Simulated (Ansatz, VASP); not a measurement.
## As in VASP and in Ansatz

Contents of INCAR:

```
  ALGO = Normal
  EDIFF = 1E-6
  ENCUT = 520
  GGA = PS
  ISIF = 2
  ISMEAR = 0
  LASPH = T
  LCHARG = T
  LELF = T
  LREAL = F
  LVHAR = T
  LWAVE = F
  NBANDS = 12
  NELM = 60
  PREC = Accurate
  SIGMA = 0.15
```

File KPOINTS:

```
k-points
0
Gamma
  18 18 18
```

The input POSCAR:

```
As
1.0
    1.9361419412      1.1178320710      3.5903431000
   -1.9361419412      1.1178320710      3.5903431000
    0.0000000000     -2.2356641419      3.5903431000
As
2
Direct
    0.2275400000      0.2275400000      0.2275400000
    0.7724600000      0.7724600000      0.7724600000
```

Input for Ansatz:

```yaml
crystal:
  lattice:
    - [1.9361419412, 1.117832071, 3.5903431]
    - [-1.9361419412, 1.117832071, 3.5903431]
    - [0.0, -2.2356641419, 3.5903431]
  atoms:
    - { symbol: As, position: [0.22754, 0.22754, 0.22754] }
    - { symbol: As, position: [0.77246, 0.77246, 0.77246] }
basis:
  ecutwfc: 420
kpoints:
  mp_grid: { grid: [18, 18, 18] }
hamiltonian:
  xc: pbesol
scf:
  occupations: { method: gaussian, width: 0.15 }
output:
  forces: true
  stress: true
  eigenvalues: true
```

Change from the starting cell: strain +0.030 along x and y, +0.030 along z, atoms carried along.

Alike in both runs: task single point; functional PBEsol; k mesh 18 × 18 × 18; occupations gaussian, width 0.15 eV; no spin polarisation.

|  | VASP | Ansatz |
| --- | --- | --- |
| version | VASP 6.6.1 | Ansatz 0.2.0 |
| potentials or method | VASP PAW PBE potentials, release 64 (As), cutoff 520 eV | scalar-relativistic, plane waves, PAW |
| valence electrons in the cell | 10 | 30 |

Ansatz gave:

* gap on the k mesh at the Fermi level (eV): none
* pressure (GPa): -5.6
* traceless stress, the component that is largest in VASP (GPa): 0.69
* rms of the force components (eV/Å): 0.211

Task: Which values does VASP return?

Result: gap on the k mesh at the Fermi level (eV): none; pressure (GPa): -5.4; traceless stress, the component that is largest in VASP (GPa): 0.63; rms of the force components (eV/Å): 0.186.

VASP's potentials were made for PBE, not for PBEsol. Atom by atom the forces differ by 0.026 eV/Å (rms over components). A gap of «none» marks a metal or a gap that the smearing closes. VASP's potentials hold 10 valence electrons a cell and Ansatz's 30, so a difference there can come from the potentials and not from the codes.
